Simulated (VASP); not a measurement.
Set up this calculation in VASP 6.6.1, as the native input.

| Quantity | Value |
| --- | --- |
| Task | single point |
| Functional | PBE |
| Potentials or basis | VASP PAW PBE potentials, release 64 (Ti_sv, Ta_pv) |
| Cutoff | 520 eV |
| k mesh | 6 × 6 × 2 |
| Occupations | gaussian, width 0.2 eV |
| Spin | no spin polarisation |
| Dipole correction | no |
| Further INCAR settings | ALGO = Fast; EDIFF = 1e-06; NBANDS = 56 |

The structure of Ta5Ti3 lies in POSCAR:

```
Ta5Ti3
1.0
    3.3212336144      0.0000055071      0.0000613599
    0.0000074546      3.3218399703      0.0000670310
   -0.0009744196     -0.0012294861     12.9825098872
Ti Ta
3 5
Direct
    0.4999977850      0.5000007354      0.6239813034
    0.5000043321      0.4999959053      0.3760201637
    0.0000003065     -0.0000020982      0.4999984515
   -0.0000015945      0.0000054404      0.7470935258
    1.0000010009     -0.0000050350      0.2529075977
   -0.0000020348     -0.0000025090     -0.0000014464
    0.5000026456      0.5000097186      0.8720998349
    0.4999975590      0.4999978423      0.1279005693
```

One way to write it, as run:

INCAR

```
PREC = Accurate
ENCUT = 520
EDIFF = 1E-6
ISMEAR = 0
SIGMA = 0.2
LREAL = F
LASPH = T
NELM = 60
ALGO = Fast
ISIF = 2
LWAVE = F
LCHARG = F
GGA = PE
NBANDS = 56
```

KPOINTS

```
regular mesh
0
Gamma
  6 6 2
```

Potentials or basis: VASP PAW PBE potentials, release 64 (Ti_sv, Ta_pv).

Launch:

```sh
$ cat potpaw_PBE.64/Ti_sv/POTCAR potpaw_PBE.64/Ta_pv/POTCAR > POTCAR
$ mpirun -np 1 vasp_std > vasp.out
```

Results of the run:

| Property | Result |
| --- | --- |
| Pressure | 0.1 GPa |
| Largest force | 0.016 eV/Å |
| Band gap on the k mesh | zero (an odd number of electrons rules out a gap without spin polarisation) |

Caveat: spin-orbit coupling is left out, which moves the levels of the heavy elements.

It took 9 min on 1 thread of Intel(R) Xeon(R) 6975P-C (Granite Rapids), with other jobs on the host, peak memory 0.42 GiB.
